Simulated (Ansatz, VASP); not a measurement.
SiC: VASP beside Ansatz

File INCAR:

```
  PREC = Accurate
  ENCUT = 520
  EDIFF = 1E-6
  ISMEAR = 0
  SIGMA = 0.05
  LREAL = F
  LASPH = T
  NELM = 100
  ALGO = Normal
  ISIF = 2
  LWAVE = F
  LCHARG = T
  GGA = PS
  LELF = T
  LVHAR = T
  NBANDS = 11
```

The input KPOINTS:

```
regular mesh
0
Gamma
  12 12 12
```

File POSCAR:

```
SiC
1.0
    0.0000000000      2.2000616716      2.2000616716
    2.2000616716      0.0000000000      2.2000616716
    2.1144059372      2.1144059372      0.0856557344
Si C
1 1
Direct
    0.0000000000      0.0000000000      0.0000000000
    0.7500000000      0.7500000000      0.7500000000
```

Input for Ansatz:

```yaml
crystal:
  lattice:
    - [0.0, 2.2000616716, 2.2000616716]
    - [2.2000616716, 0.0, 2.2000616716]
    - [2.1144059372, 2.1144059372, 0.0856557344]
  atoms:
    - { symbol: Si, position: [0.0, 0.0, 0.0] }
    - { symbol: C, position: [0.75, 0.75, 0.75] }
basis:
  ecutwfc: 520.0
kpoints:
  mp_grid: { grid: [12, 12, 12] }
hamiltonian:
  xc: pbesol
  pseudopotentials: { kind: paw, azcp: { folder: soft_1 } }
scf:
  occupations: { method: gaussian, width: 0.05 }
output:
  forces: true
  stress: true
  eigenvalues: true
```

Alike in both runs: task single point; functional PBEsol; k mesh 12 × 12 × 12; occupations gaussian, width 0.05 eV; no spin polarisation.

|  | VASP | Ansatz |
| --- | --- | --- |
| version | VASP 6.6.1 | Ansatz 0.2.0 |
| potentials or method | VASP PAW PBE potentials, release 64 (Si, C), cutoff 520 eV | scalar-relativistic, plane waves, PAW |
| valence electrons in the cell | 8 | 8 |

|  | VASP | Ansatz | Ansatz less VASP |
| --- | --- | --- | --- |
| gap on the k mesh at the Fermi level (eV) | 0.94 | 0.95 | +0.016 |
| least direct gap on the mesh (eV) | 4.05 | 4.07 | +0.018 |
| pressure (GPa) | 8.8 | 8.4 | -0.36 |
| traceless stress, the component that is largest in VASP (GPa) | 12.53 | 12.44 | -0.085 |
| rms of the force components (eV/Å) | 0.534 | 0.529 | -0.0047 |

VASP's potentials were made for PBE, not for PBEsol, and Ansatz warns of the same on its side. Atom by atom the forces differ by 0.005 eV/Å (rms over components). The functional is the same, so the differences come from potentials, cutoffs and numerics.
